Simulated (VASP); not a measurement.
## AlRu (RuAl (Pm-3m)): relaxation of cell and atoms with PBE

AlRu (RuAl (Pm-3m)):

```
CELL_PARAMETERS angstrom
2.98250 0.00000 0.00000
0.00000 2.98250 0.00000
0.00000 0.00000 2.98250
ATOMIC_POSITIONS crystal
Al 0.00000 0.00000 0.00000
Ru 0.50000 0.50000 0.50000
```

- Program: VASP 6.6.1
- Task: relaxation of cell and atoms
- Functional: PBE
- Potentials or basis: VASP PAW PBE potentials, release 64 (Al, Ru_pv)
- Cutoff: 600 eV
- k mesh: 13 × 13 × 13
- Occupations: methfessel-paxton, width 0.1 eV
- Spin: no spin polarisation
- Dipole correction: no
- Further INCAR settings: ALGO = Normal; EDIFF = 1e-06; IBRION = 2; EDIFFG = -0.005; NSW = 80; ISIF = 3

* Relaxed volume: 13.54 Å³/atom
* Relaxed cell: a = 3.003 Å, b = 3.003 Å, c = 3.003 Å, α = 90.00°, β = 90.00°, γ = 90.00°
* Space group after relaxing (to 0.05 Å): Pm-3m (No. 221)
* Energy gained by relaxing: 3.8 meV/atom
* Ionic steps: 3
* Pressure after relaxing: 0.0 GPa

The path:
```tsv
step	energy change (eV)	largest force (eV/Å)	pressure (GPa)	volume (Å³)
1	0.0000	0.0000	4.44	26.53
2	0.0098	0.0000	-6.09	27.97
3	-0.0075	0.0000	-0.02	27.09
```

Final structure:
```xyz
2
Lattice="3.0033 0.0000 0.0000 0.0000 3.0033 0.0000 0.0000 0.0000 3.0033" Properties=species:S:1:pos:R:3 pbc="T T T"
Al    0.0000    0.0000    0.0000
Ru    1.5017    1.5017    1.5017
```

Levels at points of the mesh, in eV from the Fermi level:
| k point | band 6 | band 7 | band 8 | band 9 | band 10 | band 11 | band 12 |
| --- | --- | --- | --- | --- | --- | --- | --- |
| (0.00, 0.00, 0.00) | -3.53 | 0.15 | 0.15 | 0.15 | 5.99 | 5.99 | 5.99 |

Run time: 86 s on 1 thread of AMD EPYC 7R43 64-Core Processor (Zen 3), with other jobs on the host, peak memory 0.14 GiB.
